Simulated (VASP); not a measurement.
A run of VASP 6.6.1:

The input INCAR:

```
SYSTEM = InP
ALGO = Normal ; EDIFF = 1E-6
ENCUT = 500 ; GGA = CA
GGA_COMPAT = .FALSE. ; ISIF = 2
ISMEAR = -1 ; LASPH = .TRUE.
LCHARG = .TRUE. ; LELF = .TRUE.
LREAL = .FALSE. ; LVHAR = .TRUE.
LWAVE = .FALSE. ; NBANDS = 16
NELM = 120 ; PREC = Accurate
SIGMA = 0.05
```

The input KPOINTS:

```
k-points
0
G
  11 11 11
  0 0 0
```

File POSCAR:

```
InP
1.0
    0.0000000000      2.3871530355      2.3871530355
    2.3871530355      0.0000000000      2.3871530355
    2.3871530355      2.3871530355      0.0000000000
In P
1 1
Direct
    0.0000000000      0.0000000000      0.0000000000
    0.2500000000      0.2500000000      0.2500000000
```

Potentials or basis: VASP PAW LDA potentials, release 64 (In_d, P).

Run with:

```sh
$ cat potpaw_LDA.64/In_d/POTCAR potpaw_LDA.64/P/POTCAR > POTCAR
$ mpirun -np 1 vasp_std > vasp.out
```

Hardware: 1 thread of Intel(R) Xeon(R) Platinum 8375C CPU @ 2.90GHz (Ice Lake) (shared host).

Q: Estimate the wall time of this run.

A: Run time: 21 s on 1 thread of Intel(R) Xeon(R) Platinum 8375C CPU @ 2.90GHz (Ice Lake), on a shared host, peak memory 0.15 GiB. Counts: scf iterations 14, k points 56.
